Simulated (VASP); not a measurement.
Ni:

```
Ni
1.0
     2.44802    0.00000    0.00000
    -1.22401    2.12005    0.00000
     0.00000    0.00000    4.07281
Ni
2
Direct
  0.33333 0.66667 0.25000
  0.66667 0.33333 0.75000
```

This isn't the form of Ni at room conditions, which is fcc.

* Program: VASP 6.6.1
* Task: relaxation of cell and atoms
* Functional: LDA
* Potentials or basis: VASP PAW LDA potentials, release 64 (Ni)
* Cutoff: 600 eV
* k mesh: 15 × 15 × 8
* Occupations: fermi-dirac, width 0.1 eV
* Spin: collinear spin, antiferromagnetic start
* Starting moments: [1.0, -1.0] μB

At the start: pressure -11.4 GPa; volume 10.57 Å³/atom.

Task: How do energy, volume and symmetry change on relaxing?

Result: Over 7 steps the energy falls by 20.6 meV/atom and the volume is 10.03 Å³/atom (-5.1 %); space group P6_3/mmc (No. 194, to 0.1 Å) before and after; moment 0.00 μB per cell.

Step by step:
```
step  energy change (eV)  largest force (eV/Å)  pressure (GPa)  volume (Å³)
   1              0.0000                0.0000          -11.44        21.14
   2              0.0181                0.0000           17.38        18.91
   3             -0.0407                0.0000           -0.05        20.08
   4             -0.0407                0.0000            0.20        20.06
   5             -0.0412                0.0000            0.14        20.06
   6             -0.0413                0.0000            0.10        20.06
   7             -0.0413                0.0000            0.13        20.06
```

Final structure:
```
Ni
1.0
     2.41482    0.00000    0.00000
    -1.20741    2.09130    0.00000
     0.00000    0.00000    3.97265
Ni
2
Direct
  0.33333 0.66667 0.25000
  0.66667 0.33333 0.75000
```

Caveat: the moments typed at the start vanished in this run.
